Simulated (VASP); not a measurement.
A run of VASP 6.6.1 is set up as follows.

The input INCAR:

```
ALGO = Normal ; EDIFF = 1E-7
ENCUT = 520 ; GGA = PE
ISIF = 2 ; ISMEAR = -1
ISPIN = 2 ; LASPH = T
LCHARG = T ; LDAU = T
LDAUJ = 0 0 ; LDAUL = -1 2
LDAUPRINT = 1 ; LDAUTYPE = 2
LDAUU = 0 3.32 ; LELF = T
LMAXMIX = 4 ; LORBIT = 11
LREAL = F ; LVHAR = T
LWAVE = F ; MAGMOM = 0 3
NBANDS = 18 ; NELM = 150
PREC = Accurate ; SIGMA = 0.03
```

File KPOINTS:

```
k-points
0
Gamma
  8 8 8
```

Contents of POSCAR:

```
CoO
1.0
    0.0000000000      2.1290000000      2.1290000000
    2.1290000000      0.0000000000      2.1290000000
    2.1290000000      2.1290000000      0.0000000000
O Co
1 1
Direct
    0.5000000000      0.5000000000      0.5000000000
    0.0000000000      0.0000000000      0.0000000000
```

Potentials or basis: VASP PAW PBE potentials, release 64 (O, Co).

Run with:

```console
$ cat potpaw_PBE.64/O/POTCAR potpaw_PBE.64/Co/POTCAR > POTCAR
$ mpirun -np 1 vasp_std > vasp.out
```

(1) Estimate the net moment.

(2) Predict the pressure.

(3) What does it give for the site moments?

(4) What does it give for the band gap on the k mesh?

Answers

(1) 3.00 μB per cell.

(2) -1.5 GPa.

(3) O +0.26; Co +2.73 μB.

(4) zero (filled and empty bands overlap).

Caveat: a cell with one magnetic atom can't hold antiferromagnetic order, which such compounds often take.
